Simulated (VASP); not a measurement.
Here is a VASP 6.6.1 calculation.

File INCAR:

```
SYSTEM = W
PREC = Accurate ; ENCUT = 500
EDIFF = 1E-7 ; ISMEAR = 0
SIGMA = 0.1 ; LREAL = .FALSE.
LASPH = .TRUE. ; NELM = 120
ALGO = Normal ; ISIF = 3
LWAVE = .FALSE. ; LCHARG = .FALSE.
GGA = PS ; IBRION = 2
NSW = 80 ; EDIFFG = -0.05
GGA_COMPAT = .FALSE. ; NELMIN = 4
```

File KPOINTS:

```
regular mesh
0
G
  8 8 8
  0 0 0
```

File POSCAR:

```
W
1.0
   -1.5628545130      1.5628545130      1.5628545130
    1.5628545130     -1.5628545130      1.5628545130
    1.5628545130      1.5628545130     -1.5628545130
W
1
Direct
    0.0000000000      0.0000000000      0.0000000000
```

Potentials or basis: VASP PAW PBE potentials, release 64 (W_sv).

The run is started by

```sh
$ cat potpaw_PBE.64/W_sv/POTCAR > POTCAR
$ mpirun -np 1 vasp_std > vasp.out
```

**Question.** Predict the space group after relaxing (to 0.05 Å).

**Answer.** Im-3m (No. 229).

**Question.** Estimate the relaxed cell.

**Answer.** a = 2.735 Å, b = 2.735 Å, c = 2.735 Å, α = 109.47°, β = 109.47°, γ = 109.47°.

**Question.** Predict the relaxed volume.

**Answer.** 15.75 Å³/atom.

**Question.** Estimate the band gap on the k mesh.

**Answer.** Zero (band 7 reaches 16.60 eV, above the bottom of band 8 at 10.13 eV).

Final structure:
```xyz
1
Lattice="-1.5789 1.5789 1.5789 1.5789 -1.5789 1.5789 1.5789 1.5789 -1.5789" Properties=species:S:1:pos:R:3 pbc="T T T"
W     0.0000    0.0000    0.0000
```

Caveat: the PAW data sets were made with another functional, which shifts forces and pressure a little; spin-orbit coupling is left out, which moves the levels of the heavy elements. Zero-point motion and thermal expansion aren't in these numbers.
